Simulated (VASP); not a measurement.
Runs of VASP 6.6.1 on Si. The structure is that of space group Fd-3m (No. 227), or close to it. The cells are those of the table. 

| task | cell | gap on the mesh (eV) | pressure (GPa) |
| --- | --- | --- | --- |
| single point | a = 3.544 Å, angles 60.0°, 2 atoms | 0.04 | 39.9 |
| relaxation of cell and atoms | relaxed to 20 GPa from a = 3.840 Å, angles 60.0°, 2 atoms | 0.31 | 20.0 |
| single point | a = 3.666 Å, angles 60.0°, 2 atoms | 0.31 | 19.9 |
| single point | a = 3.868 Å, angles 60.0°, 2 atoms | 0.62 | -0.1 |
| relaxation of cell and atoms | relaxed to 40 GPa from a = 3.840 Å, angles 60.0°, 2 atoms | 0.04 | 40.1 |
| relaxation of cell and atoms | relaxed from a = 3.840 Å, angles 60.0°, 2 atoms | 0.62 | 0.0 |
| single point | a = 3.455 Å, angles 60.0°, 2 atoms | none | (a) |
| relaxation of cell and atoms | relaxed to 60 GPa from a = 3.840 Å, angles 60.0°, 2 atoms | none | 59.8 |

Alike in all rows: level PBE; potentials or basis VASP PAW PBE potentials, release 64 (Si); no spin polarisation; k mesh 15 × 15 × 15; cutoff (eV) 500; smearing methfessel-paxton 0.05 eV.

Q: Fill in the values left out.

A: (a) 59.9.

Caveats: an odd mesh through Γ misses points on the zone boundary, where band edges can lie (at least some runs); the cell stands under pressure (at least some runs); the cell is relaxed towards a set pressure, so the run minimises the enthalpy, not the energy (at least some runs); semilocal functionals underestimate gaps, so a narrow gap can read as zero (at least some runs).

A gap of «none» marks levels without a gap at the run's occupations.
